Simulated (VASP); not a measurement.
Input of a VASP 6.6.1 run:

File INCAR:

```
SYSTEM = Pb
PREC = Accurate ; ENCUT = 600
EDIFF = 1E-6 ; ISMEAR = -1
SIGMA = 0.1 ; LREAL = .FALSE.
LASPH = .TRUE. ; NELM = 60
ALGO = Normal ; ISIF = 3
LWAVE = .FALSE. ; LCHARG = .FALSE.
GGA = PE ; IBRION = 2
NSW = 60 ; EDIFFG = -0.005
PSTRESS = 49.0
```

The input KPOINTS:

```
regular mesh
0
G
  13 13 7
  0 0 0
```

File POSCAR:

```
Pb
1.0
    3.4592854958      0.0000000000      0.0000000000
   -1.7296427479      2.9958291183      0.0000000000
    0.0000000000      0.0000000000      5.6040425032
Pb
2
Direct
    0.3333333333      0.6666666667      0.2500000000
    0.6666666667      0.3333333333      0.7500000000
```

Potentials or basis: VASP PAW PBE potentials, release 64 (Pb_d).

Run with:

```console
$ cat potpaw_PBE.64/Pb_d/POTCAR > POTCAR
$ mpirun -np 1 vasp_std > vasp.out
```

(1) What does it give for the space group after relaxing (to 0.05 Å)?

(2) Estimate the band gap on the k mesh.

(3) Estimate the relaxed volume.

## Answers

(1) P6_3/mmc (No. 194).

(2) zero (band 14 reaches 13.99 eV, above the bottom of band 15 at 6.22 eV).

(3) 28.96 Å³/atom.

Caveat: the cell is relaxed towards a set pressure, so the enthalpy falls and the energy may rise; spin-orbit coupling is left out, which moves the levels of the heavy elements.
